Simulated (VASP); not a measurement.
# SbPt (P6_3/mmc) in VASP: notebook

The runs below take SbPt through single point, with PBEsol.

Program: VASP 6.6.1. These are calculated values, not measurements. Logs are shortened: lines on timing, memory, paths and dates and some standing lists are left out, and cuts for length are marked.

## Step 1: The cell of the first run

Symmetry: P6_3/mmc, No. 194, hexagonal system. Conventional cell: a = 4.120 Å, b = 4.120 Å, c = 5.470 Å, α = 90.00°, β = 90.00°, γ = 120.00°. Pt (site symmetry -3m) has 2 Pt at 2.73 Å and 6 Sb at 2.74 Å within 3.6 Å. Within 3.6 Å of Sb (site symmetry -6m2) lie 6 Pt at 2.74 Å.

## Step 2: Single point, PBEsol

Input file INCAR:

```
SYSTEM = SbPt
PREC     = Accurate       ! precision mode
ENCUT    = 520            ! plane-wave cutoff, eV
EDIFF    = 1E-7           ! SCF threshold, eV
ISMEAR   = -1             ! smearing method
SIGMA    = 0.05           ! smearing width, eV
LREAL    = .FALSE.        ! projectors in reciprocal space
LASPH    = .TRUE.         ! aspherical terms in the spheres
NELM     = 80             ! most SCF steps
ALGO     = Normal         ! electronic algorithm
ISIF     = 2              ! what is computed and relaxed
LWAVE    = .FALSE.        ! write WAVECAR
LCHARG   = .TRUE.         ! write CHGCAR
GGA      = PS             ! functional
LELF     = .TRUE.         ! ELF
LVHAR    = .TRUE.       
NBANDS   = 23             ! bands
```

Input file KPOINTS:

```
regular mesh
0
G
  8 8 5
  0 0 0
```

Input file POSCAR:

```
SbPt
1.0
    4.1200000000      0.0000000000      0.0000000000
   -2.0600000000      3.5680246636      0.0000000000
    0.0000000000      0.0000000000      5.4700000000
Pt Sb
2 2
Direct
    0.0000000000      0.0000000000      0.5000000000
    0.0000000000      0.0000000000      0.0000000000
    0.6666666667      0.3333333333      0.7500000000
    0.3333333333      0.6666666667      0.2500000000
```

Potentials or basis: VASP PAW PBE potentials, release 64 (Pt, Sb).

On the command line:

```bash
$ cat potpaw_PBE.64/Pt/POTCAR potpaw_PBE.64/Sb/POTCAR > POTCAR
$ mpirun -np 1 vasp_std > vasp.out
```

OUTCAR:

```text
SYSTEM = SbPt
   PREC = Accurate
   ENCUT = 520
   EDIFF = 1E-7
   ISMEAR = -1
   LREAL = .FALSE.
   LASPH = .TRUE.
   NELM = 80
   ISIF = 2
   GGA = PS

 ion  position               nearest neighbor table
   1  0.000  0.000  0.500-   2 2.73   2 2.73   4 2.74   3 2.74   3 2.74   4 2.74   3 2.74   4 2.74

   2  0.000  0.000  0.000-   1 2.73   1 2.73   4 2.74   3 2.74   3 2.74   4 2.74   3 2.74   4 2.74

   3  0.667  0.333  0.750-   1 2.74   2 2.74   1 2.74   2 2.74   1 2.74   2 2.74   4 3.62   4 3.62
                             4 3.62   4 3.62   4 3.62   4 3.62
   4  0.333  0.667  0.250-   1 2.74   2 2.74   1 2.74   2 2.74   1 2.74   2 2.74   3 3.62   3 3.62
                             3 3.62   3 3.62   3 3.62   3 3.62

  LATTYP: Found a hexagonal cell.
 ALAT       =     4.1200000000
 C/A-ratio  =     1.3276699029

  Lattice vectors:

 A1 = (   4.1200000000,   0.0000000000,   0.0000000000)
 A2 = (  -2.0600000000,   3.5680246636,   0.0000000000)
 A3 = (   0.0000000000,   0.0000000000,   5.4700000000)

Analysis of symmetry for initial positions (statically):
=====================================================================
 Subroutine PRICEL returns:
 Original cell was already a primitive cell.

 Routine SETGRP: Setting up the symmetry group for a
 hexagonal supercell.

 Subroutine GETGRP returns: Found 24 space group operations
 (whereof 12 operations were pure point group operations)
 out of a pool of 24 trial point group operations.

The static configuration has the point symmetry D_3d.
 The point group associated with its full space group is D_6h.

Analysis of symmetry for dynamics (positions and initial velocities):
=====================================================================
 Subroutine PRICEL returns:
 Original cell was already a primitive cell.

 Routine SETGRP: Setting up the symmetry group for a
 hexagonal supercell.

 Subroutine GETGRP returns: Found 24 space group operations
 (whereof 12 operations were pure point group operations)
 out of a pool of 24 trial point group operations.

The dynamic configuration has the point symmetry D_3d.
 The point group associated with its full space group is D_6h.

 Subroutine INISYM returns: Found 24 space group operations
 (whereof 12 operations are pure point group operations),
 and found     1 'primitive' translations

----------------------------------------------------------------------------------------

[... 95 lines left out ...]
   NELM   =     80;   NELMIN=  2; NELMDL= -5     # of ELM steps
   EDIFF  = 0.1E-06   stopping-criterion for ELM
   LREAL  =      F    real-space projection
   EDIFFG = 0.1E-05   stopping-criterion for IOM
   NSW    =      0    number of steps for IOM
   IBRION =     -1    ionic relax: 0-MD 1-quasi-New 2-CG
   NFREE  =      0    steps in history (QN), initial steepest desc. (CG)
   ISIF   =      2    stress and relaxation
   ISYM   =      2    0-nonsym 1-usesym 2-fastsym
   POTIM  = 0.5000    time-step for ionic-motion
   TEBEG  =    0.0;   TEEND  =   0.0 temperature during run
   PSTRESS=    0.0 pullay stress
   NELECT =      30.0000    total number of electrons
   NUPDOWN=      -1.0000    fix difference up-down
   EMIN   =  10.00;   EMAX   =-10.00  energy-range for DOS
   EFERMI =   0.00;   METHOD = LEGACY
   ISMEAR =    -1;   SIGMA  =   0.05  broadening in eV -4-tet -1-fermi 0-gaus
   EFERMI_NEDOS =   21; number of points for ismear=-14 and -15
   IALGO  =     38    algorithm
   IMIX   =      4    mixing-type and parameters
     AMIX     =   0.40;   BMIX     =  1.00
     AMIX_MAG =   1.60;   BMIX_MAG =  1.00
  volume/ion in A,a.u.               =      20.10       135.66
  Fermi-wavevector in a.u.,A,eV,Ry     =   1.178540  2.227118 18.897912  1.388957
  Thomas-Fermi vector in A             =   2.314867
   LORBIT       =      0    0 simple, 1 ext, 2 COOP (PROOUT), +10 PAW based schemes
   GGA     = PS    functional components
   LHFCALC =     F    Hartree Fock is set to
   AEXX    =    0.0000 exact exchange contribution
   IVDW    =     0    specifies the selected vdW correction
   LEPSILON=     F    determine dielectric tensor
   LRPA    =     F    only Hartree local field effects (RPA)
 non-spin polarized calculation
  energy-cutoff  :      520.00
  volume of cell :       80.41
 maximum number of plane-waves:      2211
 NGX is ok and might be reduce to    32
   NGX = 15   NGY = 15   NGZ = 21

 number of electron      29.9999998 magnetization

 Free energy of the ion-electron system (eV)
  ---------------------------------------------------
  ext. energy  EPLUGINS =         0.00000000
  ---------------------------------------------------
  free energy    TOTEN  =       -24.70860810 eV

  energy without entropy =      -24.68539220  energy(sigma->0) =      -24.69700015

 E-fermi :  10.1559     XC(G=0): -11.6300

 val. band max:       10.1269897996   @ k =   0.3750   0.1250   0.4000
 cond. band min:      10.1562481032   @ k =   0.3750   0.0000   0.2000
 fundamental gap:      0.0292583035
 Fermi energy:        10.1558768577

 k-point     1 :       0.0000    0.0000    0.0000
  band No.  band energies     occupation
      1      -2.8939      2.00000
      2       1.0953      2.00000
      3       3.0196      2.00000
      4       4.0561      2.00000
      5       4.0561      2.00000
      6       4.1488      2.00000
[... 613 lines left out ...]
     22      18.4014      0.00000
     23      18.7907      0.00000

 [... further k-points ...]

------------------------ aborting loop because EDIFF is reached ----------------------------------------

  FORCE on cell =-STRESS in cart. coord.  units (eV):
  Direction    XX          YY          ZZ          XY          YZ          ZX
  --------------------------------------------------------------------------------------
  -------------------------------------------------------------------------------------
  Total        1.8181892      1.8181892      1.4747763      0.0000000      0.0000000      0.0000000
  in kB       36.2274078     36.2274078     29.3849075      0.0000000      0.0000000      0.0000000
  external PRESSURE =      33.9465744 kB  Pullay stress =       0.0000000 kB

 VOLUME and BASIS-vectors are now :
 -----------------------------------------------------------------------------
  energy-cutoff  :      520.00
  volume of cell :       80.41
      direct lattice vectors                 reciprocal lattice vectors
     4.120000000  0.000000000  0.000000000     0.242718447  0.140133560  0.000000000
    -2.060000000  3.568024664  0.000000000     0.000000000  0.280267121  0.000000000
     0.000000000  0.000000000  5.470000000     0.000000000  0.000000000  0.182815356

 POSITION                                       TOTAL-FORCE (eV/Angst)
 -----------------------------------------------------------------------------------
      0.00000      0.00000      2.73500         0.000000     -0.000000      0.000000
      0.00000      0.00000      0.00000         0.000000     -0.000000      0.000000
      2.06000      1.18934      4.10250        -0.000000      0.000000      0.000000
     -0.00000      2.37868      1.36750         0.000000     -0.000000     -0.000000
 -----------------------------------------------------------------------------------
    total drift:                                0.000000     -0.000000      0.000000

  FREE ENERGIE OF THE ION-ELECTRON SYSTEM (eV)
  ---------------------------------------------------
  free  energy   TOTEN  =       -24.7086081023 eV

  energy  without entropy=      -24.6853922021  energy(sigma->0) =      -24.69700015
```

OSZICAR:

```text
N       E                     dE             d eps       ncg     rms          rms(c)
DAV:   1     0.165432137900E+03    0.16543E+03   -0.12528E+04  1380   0.114E+03
DAV:   2    -0.185429947913E+02   -0.18398E+03   -0.17159E+03  1642   0.231E+02
DAV:   3    -0.253015876232E+02   -0.67586E+01   -0.66350E+01  1662   0.469E+01
DAV:   4    -0.253724681311E+02   -0.70881E-01   -0.70843E-01  1541   0.533E+00
DAV:   5    -0.253735414449E+02   -0.10733E-02   -0.10733E-02  1704   0.687E-01    0.142E+01
DAV:   6    -0.248453435608E+02    0.52820E+00   -0.18753E+00  1534   0.105E+01    0.711E+00
DAV:   7    -0.247391695725E+02    0.10617E+00   -0.20504E-01  1464   0.352E+00    0.366E+00
DAV:   8    -0.247090324670E+02    0.30137E-01   -0.72092E-02  1583   0.189E+00    0.322E-01
DAV:   9    -0.247087212898E+02    0.31118E-03   -0.19283E-03  1541   0.269E-01    0.199E-01
DAV:  10    -0.247086136447E+02    0.10765E-03   -0.72824E-04  1548   0.156E-01    0.445E-02
DAV:  11    -0.247086077774E+02    0.58673E-05   -0.20678E-05  1682   0.316E-02    0.198E-02
DAV:  12    -0.247086088300E+02   -0.10526E-05   -0.22219E-06  1591   0.914E-03    0.753E-03
DAV:  13    -0.247086081270E+02    0.70300E-06   -0.35808E-07  1597   0.345E-03    0.176E-03
DAV:  14    -0.247086081023E+02    0.24660E-07   -0.37634E-08  1040   0.118E-03
   1 F= -.24708608E+02 E0= -.24697000E+02  d E =-.232159E-01
```

Wall time 37 s (1 thread of Intel Xeon Platinum 8375C at 2.90GHz (Ice Lake), shared host); peak memory 0.22 GiB.

Results:

```yaml
Free_energy: -24.7086 eV
Pressure: 3.4 GPa
Band_gap_on_the_k_mesh: zero (band 15 reaches 11.97 eV, above the bottom of band 16 at 8.94 eV)
```

Stress tensor (GPa, compression positive):
```
3.62 0.00 0.00
0.00 3.62 0.00
0.00 0.00 2.94
```

Levels at points of the mesh, in eV from the Fermi level:
```csv
k point,band 11,band 12,band 13,band 14,band 15,band 16,band 17,band 18,band 19,band 20
"(0.00, 0.00, 0.00)",-2.21,-2.21,-0.09,-0.09,0.75,2.35,2.36,3.66,3.66,3.83
"(0.50, 0.00, 0.00)",-3.16,-2.99,-2.76,-2.37,-2.19,-0.58,1.91,4.25,4.29,4.44
```

Caveat: the PAW data sets were made with another functional, which shifts forces and pressure a little; spin-orbit coupling is left out, which moves the levels of the heavy elements.

(Part 1 of 2 ends here.)
